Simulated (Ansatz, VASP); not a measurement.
## Cd3O2 in VASP and in Ansatz

```
Cd O
1.0
     3.79118    0.00000    0.00000
    -1.89559    3.28326    0.00000
     0.00000    0.00000    7.69985
Cd O
3 2
Direct
  0.66667 0.33333 0.33646
  0.33333 0.66667 0.66354
  0.00000 0.00000 0.00000
  0.66667 0.33333 0.65381
  0.33333 0.66667 0.34619
```

Change from the starting cell: species swapped into the Ho2O3 type (P-3m1, No. 164).

Alike in both runs: functional PBE; k mesh 5 × 5 × 3; occupations gaussian, width 0.2 eV; no spin polarisation.

Ansatz relaxed the structure, and its values are those at the end. VASP's run is a single point on that final structure, the one shown.

```csv
,VASP,Ansatz
version,VASP 6.6.1,Ansatz 0.2.0
potentials or method,"VASP PAW PBE potentials, release 64 (Cd_sv_GW, O), cutoff 700 eV","scalar-relativistic, plane waves, PAW"
valence electrons in the cell,72,72
```

```tsv
	VASP	Ansatz	Ansatz less VASP
gap on the k mesh at the Fermi level (eV)	none	none	-
pressure (GPa)	-0.1	0.0	+0.05
rms of the force components (eV/Å)	0.011	0.012	+0.0012
```

A gap of «none» marks a metal or a gap that the smearing closes.

The k mesh is coarse, so the values compare programs but aren't converged.
